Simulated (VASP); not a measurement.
# CeCr (Pm-3m) in VASP: single point with PBE

Aim: the single point of CeCr with PBE.

All numbers are computed with VASP 6.6.1; they aren't measurements. Logs are shortened: lines on timing, memory, paths and dates and some standing lists are left out, and cuts for length are marked.

## (1) The cell of the first run

It takes space group Pm-3m (No. 221, cubic). The conventional cell has a = 3.428 Å, b = 3.428 Å, c = 3.428 Å, α = 90.00°, β = 90.00°, γ = 90.00°. Cr (site symmetry m-3m) has 8 Ce at 2.97 Å and 6 Cr at 3.43 Å within 3.9 Å. Ce (site symmetry m-3m) has 8 Cr at 2.97 Å and 6 Ce at 3.43 Å within 3.9 Å.

## (2) Single point, PBE

Contents of INCAR:

```
SYSTEM = CeCr
ALGO = Normal
EDIFF = 1E-6
ENCUT = 500
GGA = PE
GGA_COMPAT = .FALSE.
ISIF = 2
ISMEAR = -1
LASPH = .TRUE.
LCHARG = .TRUE.
LELF = .TRUE.
LMAXMIX = 6
LREAL = .FALSE.
LVHAR = .TRUE.
LWAVE = .FALSE.
NBANDS = 19
NELM = 200
PREC = Accurate
SIGMA = 0.1
```

Contents of KPOINTS:

```
Automatic mesh
0
Gamma
  5 5 5
  0.5 0.5 0.5
```

Contents of POSCAR:

```
CeCr
1.0
    3.4283980000      0.0000000000      0.0000000000
    0.0000000000      3.4283980000      0.0000000000
    0.0000000000      0.0000000000      3.4283980000
Cr Ce
1 1
Direct
    0.0000000000      0.0000000000      0.0000000000
    0.5000000000      0.5000000000      0.5000000000
```

Potentials or basis: VASP PAW PBE potentials, release 64 (Cr_pv, Ce).

Started as:

```console
cat potpaw_PBE.64/Cr_pv/POTCAR potpaw_PBE.64/Ce/POTCAR > POTCAR
mpirun -np 1 vasp_std > vasp.out
```

OUTCAR:

```text
SYSTEM = CeCr
   EDIFF = 1E-6
   ENCUT = 500
   GGA = PE
   ISIF = 2
   ISMEAR = -1
   LASPH = .TRUE.
   LREAL = .FALSE.
   NELM = 200
   PREC = Accurate

 ion  position               nearest neighbor table
   1  0.000  0.000  0.000-   2 2.97   2 2.97   2 2.97   2 2.97   2 2.97   2 2.97   2 2.97   2 2.97

   2  0.500  0.500  0.500-   1 2.97   1 2.97   1 2.97   1 2.97   1 2.97   1 2.97   1 2.97   1 2.97

  LATTYP: Found a simple cubic cell.
 ALAT       =     3.4283980000

  Lattice vectors:

 A1 = (   3.4283980000,   0.0000000000,   0.0000000000)
 A2 = (   0.0000000000,   3.4283980000,   0.0000000000)
 A3 = (   0.0000000000,   0.0000000000,   3.4283980000)

Analysis of symmetry for initial positions (statically):
=====================================================================
 Subroutine PRICEL returns:
 Original cell was already a primitive cell.

 Routine SETGRP: Setting up the symmetry group for a
 simple cubic supercell.

 Subroutine GETGRP returns: Found 48 space group operations
 (whereof 48 operations were pure point group operations)
 out of a pool of 48 trial point group operations.

The static configuration has the point symmetry O_h .

Analysis of symmetry for dynamics (positions and initial velocities):
=====================================================================
 Subroutine PRICEL returns:
 Original cell was already a primitive cell.

 Routine SETGRP: Setting up the symmetry group for a
 simple cubic supercell.

 Subroutine GETGRP returns: Found 48 space group operations
 (whereof 48 operations were pure point group operations)
 out of a pool of 48 trial point group operations.

The dynamic configuration has the point symmetry O_h .

 Subroutine INISYM returns: Found 48 space group operations
 (whereof 48 operations are pure point group operations),
 and found     1 'primitive' translations

----------------------------------------------------------------------------------------

                                     Primitive cell

  volume of cell :      40.2971

  direct lattice vectors                    reciprocal lattice vectors
     3.428398000  0.000000000  0.000000000     0.291681421  0.000000000  0.000000000
     0.000000000  3.428398000  0.000000000     0.000000000  0.291681421  0.000000000
     0.000000000  0.000000000  3.428398000     0.000000000  0.000000000  0.291681421

  length of vectors
     3.428398000  3.428398000  3.428398000     0.291681421  0.291681421  0.291681421

  position of ions in fractional coordinates (direct lattice)
     0.000000000  0.000000000  0.000000000
     0.500000000  0.500000000  0.500000000

  ion indices of the primitive-cell ions
   primitive index   ion index
                 1           1
                 2           2

----------------------------------------------------------------------------------------

 KPOINTS: Automatic mesh

Automatic generation of k-mesh.
 Grid dimensions read from file:
 generate k-points for:    5    5    5

 Generating k-lattice:

  Cartesian coordinates                     Fractional coordinates (reciprocal lattice)
     0.058336284  0.000000000  0.000000000     0.200000000  0.000000000  0.000000000
     0.000000000  0.058336284  0.000000000     0.000000000  0.200000000  0.000000000
     0.000000000  0.000000000  0.058336284     0.000000000  0.000000000  0.200000000

  Length of vectors
     0.058336284  0.058336284  0.058336284

  Shift w.r.t. Gamma in fractional coordinates (k-lattice)
     0.500000000  0.500000000  0.500000000

 Subroutine IBZKPT returns following result:
 ===========================================

 Found     10 irreducible k-points:

 Following reciprocal coordinates:
            Coordinates               Weight
  0.100000  0.100000  0.100000      8.000000
  0.300000  0.100000  0.100000     24.000000
  0.500000  0.100000  0.100000     12.000000
  0.300000  0.300000  0.100000     24.000000
  0.500000  0.300000  0.100000     24.000000
  0.500000  0.500000  0.100000      6.000000
  0.300000  0.300000  0.300000      8.000000
  0.500000  0.300000  0.300000     12.000000
  0.500000  0.500000  0.300000      6.000000
  0.500000  0.500000  0.500000      1.000000
   k-points           NKPTS =     10   k-points in BZ     NKDIM =     10   number of bands    NBANDS=     19
   number of dos      NEDOS =    301   number of ions     NIONS =      2
   total plane-waves  NPLWV =  21952
   dimension x,y,z NGX =    28 NGY =   28 NGZ =   28
   dimension x,y,z NGXF=    56 NGYF=   56 NGZF=   56
   ions per type =               1   1
   NGX,Y,Z   is equivalent  to a cutoff of  13.58, 13.58, 13.58 a.u.
   NGXF,Y,Z  is equivalent  to a cutoff of  27.15, 27.15, 27.15 a.u.
 SYSTEM =  CeCr
   PREC   = accura    normal or accurate (medium, high low for compatibility)
   ISTART =      0    job   : 0-new  1-cont  2-samecut
   ICHARG =      2    charge: 1-file 2-atom 10-const
   ISPIN  =      1    spin polarized calculation?
   LNONCOLLINEAR =      F non collinear calculations
   LSORBIT =      F    spin-orbit coupling
   LASPH  =      T    aspherical Exc in radial PAW
   ENCUT  =  500.0 eV  36.75 Ry    6.06 a.u.   6.25  6.25  6.25*2*pi/ulx,y,z
   NELM   =    200;   NELMIN=  2; NELMDL= -5     # of ELM steps
   EDIFF  = 0.1E-05   stopping-criterion for ELM
   LREAL  =      F    real-space projection
   EDIFFG = 0.1E-04   stopping-criterion for IOM
   NSW    =      0    number of steps for IOM
   IBRION =     -1    ionic relax: 0-MD 1-quasi-New 2-CG
   NFREE  =      0    steps in history (QN), initial steepest desc. (CG)
   ISIF   =      2    stress and relaxation
   ISYM   =      2    0-nonsym 1-usesym 2-fastsym
   POTIM  = 0.5000    time-step for ionic-motion
   TEBEG  =    0.0;   TEEND  =   0.0 temperature during run
   PSTRESS=    0.0 pullay stress
   NELECT =      24.0000    total number of electrons
   NUPDOWN=      -1.0000    fix difference up-down
   EMIN   =  10.00;   EMAX   =-10.00  energy-range for DOS
   EFERMI =   0.00;   METHOD = LEGACY
   ISMEAR =    -1;   SIGMA  =   0.10  broadening in eV -4-tet -1-fermi 0-gaus
   EFERMI_NEDOS =   21; number of points for ismear=-14 and -15
   IALGO  =     38    algorithm
   IMIX   =      4    mixing-type and parameters
     AMIX     =   0.40;   BMIX     =  1.00
     AMIX_MAG =   1.60;   BMIX_MAG =  1.00
  volume/ion in A,a.u.               =      20.15       135.97
  Fermi-wavevector in a.u.,A,eV,Ry     =   1.377381  2.602872 25.812670  1.897178
  Thomas-Fermi vector in A             =   2.502539
   LORBIT       =      0    0 simple, 1 ext, 2 COOP (PROOUT), +10 PAW based schemes
   GGA     = PE    functional components
   LHFCALC =     F    Hartree Fock is set to
   AEXX    =    0.0000 exact exchange contribution
   IVDW    =     0    specifies the selected vdW correction
   LEPSILON=     F    determine dielectric tensor
   LRPA    =     F    only Hartree local field effects (RPA)
 non-spin polarized calculation
  energy-cutoff  :      500.00
  volume of cell :       40.30
 maximum number of plane-waves:      1064
 NGX is ok and might be reduce to    28
   NGX = 13   NGY = 13   NGZ = 13

 number of electron      24.0000013 magnetization

 Free energy of the ion-electron system (eV)
  ---------------------------------------------------
  ext. energy  EPLUGINS =         0.00000000
  ---------------------------------------------------
  free energy    TOTEN  =       -14.25139725 eV

  energy without entropy =      -14.03867301  energy(sigma->0) =      -14.14503513

 E-fermi :   8.9171     XC(G=0): -11.7482

 val. band max:        8.8413918403   @ k =   0.1000   0.1000   0.1000
 cond. band min:       8.9207387640   @ k =   0.3000   0.3000   0.3000
 fundamental gap:      0.0793469237
 Fermi energy:         8.9170725367

 k-point     1 :       0.1000    0.1000    0.1000
  band No.  band energies     occupation
      1     -33.5120      2.00000
      2     -33.5110      2.00000
      3     -33.5110      2.00000
      4     -25.1664      2.00000
      5      -7.5547      2.00000
      6      -7.5009      2.00000
[... 11 lines left out ...]
     18       9.8977      0.00011
     19       9.8977      0.00011

 k-point     2 :       0.3000    0.1000    0.1000
  band No.  band energies     occupation
      1     -33.5265      2.00000
      2     -33.5100      2.00000
      3     -33.5097      2.00000
      4     -25.0815      2.00000
      5      -8.3437      2.00000
      6      -7.4482      2.00000
[... 11 lines left out ...]
     18      10.0495      0.00002
     19      10.1605      0.00001

 k-point     3 :       0.5000    0.1000    0.1000
  band No.  band energies     occupation
      1     -33.5357      2.00000
      2     -33.5090      2.00000
      3     -33.5088      2.00000
      4     -25.0275      2.00000
      5      -8.7917      2.00000
      6      -7.3970      2.00000
[... 11 lines left out ...]
     18      10.1796      0.00001
     19      10.2461      0.00000

 k-point     4 :       0.3000    0.3000    0.1000
  band No.  band energies     occupation
      1     -33.5246      2.00000
      2     -33.5230      2.00000
      3     -33.5085      2.00000
      4     -25.0058      2.00000
      5      -8.2515      2.00000
      6      -8.1708      2.00000
[... 11 lines left out ...]
     18      10.1019      0.00001
     19      10.2606      0.00000

 k-point     5 :       0.5000    0.3000    0.1000
  band No.  band energies     occupation
      1     -33.5324      2.00000
      2     -33.5221      2.00000
      3     -33.5077      2.00000
      4     -24.9580      2.00000
      5      -8.6346      2.00000
      6      -8.1274      2.00000
[... 11 lines left out ...]
     18      10.1002      0.00001
     19      10.1587      0.00001

 k-point     6 :       0.5000    0.5000    0.1000
  band No.  band energies     occupation
      1     -33.5304      2.00000
      2     -33.5304      2.00000
      3     -33.5069      2.00000
      4     -24.9143      2.00000
      5      -8.5334      2.00000
      6      -8.5334      2.00000
[... 11 lines left out ...]
     18      10.0285      0.00003
     19      10.0444      0.00003

 k-point     7 :       0.3000    0.3000    0.3000
  band No.  band energies     occupation
      1     -33.5228      2.00000
      2     -33.5213      2.00000
      3     -33.5213      2.00000
      4     -24.9314      2.00000
      5      -8.1382      2.00000
      6      -8.0959      2.00000
[... 11 lines left out ...]
     18      10.0104      0.00004
     19      10.1231      0.00001

 k-point     8 :       0.5000    0.3000    0.3000
  band No.  band energies     occupation
      1     -33.5300      2.00000
      2     -33.5208      2.00000
      3     -33.5203      2.00000
      4     -24.8842      2.00000
      5      -8.5260      2.00000
      6      -8.0485      2.00000
[... 11 lines left out ...]
     18       9.9785      0.00005
     19      10.0584      0.00002

 k-point     9 :       0.5000    0.5000    0.3000
  band No.  band energies     occupation
      1     -33.5285      2.00000
      2     -33.5285      2.00000
      3     -33.5196      2.00000
      4     -24.8379      2.00000
      5      -8.4568      2.00000
      6      -8.4568      2.00000
[... 11 lines left out ...]
     18      10.0135      0.00003
     19      10.2121      0.00000

 k-point    10 :       0.5000    0.5000    0.5000
  band No.  band energies     occupation
      1     -33.5275      2.00000
      2     -33.5275      2.00000
      3     -33.5275      2.00000
      4     -24.7903      2.00000
      5      -8.4084      2.00000
      6      -8.4084      2.00000
[... 11 lines left out ...]
     18       9.9947      0.00004
     19       9.9947      0.00004

------------------------ aborting loop because EDIFF is reached ----------------------------------------

  FORCE on cell =-STRESS in cart. coord.  units (eV):
  Direction    XX          YY          ZZ          XY          YZ          ZX
  --------------------------------------------------------------------------------------
  -------------------------------------------------------------------------------------
  Total       -0.8262728     -0.8262728     -0.8262728      0.0000000      0.0000000     -0.0000000
  in kB      -32.8518900    -32.8518900    -32.8518900      0.0000000      0.0000000     -0.0000000
  external PRESSURE =     -32.8518900 kB  Pullay stress =       0.0000000 kB

 VOLUME and BASIS-vectors are now :
 -----------------------------------------------------------------------------
  energy-cutoff  :      500.00
  volume of cell :       40.30
      direct lattice vectors                 reciprocal lattice vectors
     3.428398000  0.000000000  0.000000000     0.291681421  0.000000000  0.000000000
     0.000000000  3.428398000  0.000000000     0.000000000  0.291681421  0.000000000
     0.000000000  0.000000000  3.428398000     0.000000000  0.000000000  0.291681421

 POSITION                                       TOTAL-FORCE (eV/Angst)
 -----------------------------------------------------------------------------------
      0.00000      0.00000      0.00000         0.000000      0.000000      0.000000
      1.71420      1.71420      1.71420         0.000000      0.000000      0.000000
 -----------------------------------------------------------------------------------
    total drift:                               -0.000000      0.000000      0.000000

  FREE ENERGIE OF THE ION-ELECTRON SYSTEM (eV)
  ---------------------------------------------------
  free  energy   TOTEN  =       -14.2513972455 eV

  energy  without entropy=      -14.0386730148  energy(sigma->0) =      -14.14503513
```

Wall time 24 s (1 thread of AMD EPYC 9R45 (Zen 5), shared host); peak memory 0.13 GiB.

Results:

| Item | Value |
| --- | --- |
| Free energy | -14.2514 eV |
| Pressure | -3.3 GPa |
| Band gap on the k mesh | zero (band 12 reaches 9.43 eV, above the bottom of band 13 at 8.76 eV) |

Levels at points of the mesh, in eV from the Fermi level:
| k point | band 8 | band 9 | band 10 | band 11 | band 12 | band 13 | band 14 | band 15 |
| --- | --- | --- | --- | --- | --- | --- | --- | --- |
| (0.50, 0.50, 0.50) | -1.58 | -1.58 | -1.58 | 0.19 | 0.19 | 0.19 | 0.29 | 0.82 |

Caveat: the k points lie up to 0.37 Å⁻¹ apart; spin-orbit coupling is left out, which moves the levels of the heavy elements; without U or exact exchange the open f shell lies at the Fermi level, which spoils levels, moments and volumes. Spin polarisation is off, so any magnetic state and its effect on volume and gap are missing.
